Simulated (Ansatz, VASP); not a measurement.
**One calculation of NbSi2, two programs**

```
Nb Si
1.0
     4.81232    0.00000    0.00000
    -2.40616    4.16759    0.00000
     0.00000    0.00000    6.61496
Nb Si
3 6
Direct
  0.50000 0.00000 0.50000
  0.50000 0.50000 0.83333
  0.00000 0.50000 0.16667
  0.15920 0.31840 0.50000
  0.84080 0.15920 0.83333
  0.68160 0.84080 0.16667
  0.84080 0.68160 0.50000
  0.15920 0.84080 0.83333
  0.31840 0.15920 0.16667
```

Alike in both runs: functional PBE; k mesh 9 × 9 × 6; occupations gaussian, width 0.1 eV; no spin polarisation.

Ansatz relaxed the structure, and its values are those at the end. VASP's run is a single point on that final structure, the one shown.

|  | VASP | Ansatz |
| --- | --- | --- |
| version | VASP 6.6.1 | Ansatz 0.2.0 |
| potentials or method | VASP PAW PBE potentials, release 64 (Nb_sv, Si), cutoff 520 eV | scalar-relativistic, plane waves, PAW |
| valence electrons in the cell | 63 | 63 |

|  | VASP | Ansatz | Ansatz less VASP |
| --- | --- | --- | --- |
| gap on the k mesh at the Fermi level (eV) | none | none | - |
| pressure (GPa) | -0.3 | 0.0 | +0.24 |

A gap of «none» marks a metal or a gap that the smearing closes.
